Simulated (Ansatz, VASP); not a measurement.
# C in VASP and in Ansatz

INCAR

```
ALGO = Normal
EDIFF = 1E-6
ENCUT = 520
GGA = PS
ISIF = 2
ISMEAR = 0
IVDW = 12
LASPH = True
LCHARG = True
LELF = True
LREAL = False
LVHAR = True
LWAVE = False
NBANDS = 31
NELM = 80
PREC = Accurate
SIGMA = 0.05
```

File KPOINTS:

```
k-points
0
Gamma
  8 11 3
```

The input POSCAR:

```
C
1.0
    0.0000000000      1.4191802056     -3.2829684911
   -2.4580922212      0.0000000000      0.0000000000
    3.2774562949     10.7744839515      0.7058804750
C
10
Direct
   -0.1207423666      0.7100636766      0.8325477574
    0.7140127005      0.6853502353      0.0640126765
    0.7553239338      0.4415285956      0.2561464467
   -0.2033648330      1.1977069560      0.4482802170
   -0.1620535998      0.9538853163      0.6404139872
    0.7272985327      0.2708281250      0.1281210937
   -0.2313902341      1.0270064853      0.3202548640
   -0.1900790009      0.7831848456      0.5123886342
   -0.1487677677      1.5393632059      0.7045224044
   -0.1074565344      1.2955415662      0.8966561747
```

Input for Ansatz:

```yaml
crystal:
  lattice:
    - [0.0, 1.4191802056, -3.2829684911]
    - [-2.4580922212, 0.0, 0.0]
    - [3.2774562949, 10.7744839515, 0.705880475]
  atoms:
    - { symbol: C, position: [-0.1207423666, 0.7100636766, 0.8325477574] }
    - { symbol: C, position: [0.7140127005, 0.6853502353, 0.0640126765] }
    - { symbol: C, position: [0.7553239338, 0.4415285956, 0.2561464467] }
    - { symbol: C, position: [-0.203364833, 1.197706956, 0.448280217] }
    - { symbol: C, position: [-0.1620535998, 0.9538853163, 0.6404139872] }
    - { symbol: C, position: [0.7272985327, 0.270828125, 0.1281210937] }
    - { symbol: C, position: [-0.2313902341, 1.0270064853, 0.320254864] }
    - { symbol: C, position: [-0.1900790009, 0.7831848456, 0.5123886342] }
    - { symbol: C, position: [-0.1487677677, 1.5393632059, 0.7045224044] }
    - { symbol: C, position: [-0.1074565344, 1.2955415662, 0.8966561747] }
basis:
  ecutwfc: 520.0
kpoints:
  mp_grid: { grid: [8, 11, 3] }
hamiltonian:
  xc: pbesol
  pseudopotentials: { kind: paw, azcp: { folder: soft_1 } }
  dispersion: d3bj
scf:
  occupations: { method: gaussian, width: 0.05 }
output:
  forces: true
  stress: true
  eigenvalues: true
```

Alike in both runs: task single point; functional PBEsol; dispersion D3(BJ); k mesh 8 × 11 × 3; occupations gaussian, width 0.05 eV; no spin polarisation.

```csv
,VASP,Ansatz
version,VASP 6.6.1,Ansatz 0.2.0
potentials or method,"VASP PAW PBE potentials, release 64 (C), cutoff 520 eV","scalar-relativistic, plane waves, PAW"
valence electrons in the cell,40,40
```

VASP gave:

- gap on the k mesh at the Fermi level (eV): 0.25
- least direct gap on the mesh (eV): 0.32
- pressure (GPa): -4.4
- traceless stress, the component that is largest in VASP (GPa): 11.60
- rms of the force components (eV/Å): 1.444

Q: What did Ansatz give for the same quantities?

A: gap on the k mesh at the Fermi level (eV): 0.25; least direct gap on the mesh (eV): 0.32; pressure (GPa): -5.1; traceless stress, the component that is largest in VASP (GPa): 11.59; rms of the force components (eV/Å): 1.438.

VASP's potentials were made for PBE, not for PBEsol, and Ansatz warns of the same on its side. Atom by atom the forces differ by 0.014 eV/Å (rms over components).
